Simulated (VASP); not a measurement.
A run of VASP 6.6.1 is set up as follows.

INCAR

```
  PREC = Accurate
  ENCUT = 500
  EDIFF = 1E-7
  ISMEAR = 0
  SIGMA = 0.02
  LREAL = False
  LASPH = True
  NELM = 120
  ALGO = Normal
  ISIF = 3
  LWAVE = False
  LCHARG = False
  GGA = PE
  IBRION = 2
  NSW = 100
  EDIFFG = -0.005
  GGA_COMPAT = False
  NELMIN = 4
```

File KPOINTS:

```
regular mesh
0
Gamma
  6 6 6
```

POSCAR

```
RbCl
1.0
    0.0000000000      3.2740000000      3.2740000000
    3.2740000000      0.0000000000      3.2740000000
    3.2740000000      3.2740000000      0.0000000000
Rb Cl
1 1
Direct
    0.0000000000      0.0000000000      0.0000000000
    0.5000000000      0.5000000000      0.5000000000
```

Potentials or basis: VASP PAW PBE potentials, release 64 (Rb_sv, Cl).

Command:

```console
$ cat potpaw_PBE.64/Rb_sv/POTCAR potpaw_PBE.64/Cl/POTCAR > POTCAR
$ mpirun -np 1 vasp_std > vasp.out
```

Q: Predict the relaxed cell.

A: a = 4.736 Å, b = 4.736 Å, c = 4.736 Å, α = 60.00°, β = 60.00°, γ = 60.00°.

Q: Estimate the space group after relaxing (to 0.05 Å).

A: Fm-3m (No. 225).

Q: Estimate the band gap on the k mesh.

A: 4.83 eV, direct.

Q: What does it give for the relaxed volume?

A: 37.55 Å³/atom.

Final structure:
```
Rb Cl
1.0
     0.00000    3.34852    3.34852
     3.34852    0.00000    3.34852
     3.34852    3.34852    0.00000
Rb Cl
1 1
Direct
  0.00000 0.00000 0.00000
  0.50000 0.50000 0.50000
```

Expect the measured gap to be larger: semilocal functionals such as PBE lack the derivative discontinuity. PBE usually gives volumes a little too large and moduli too small.
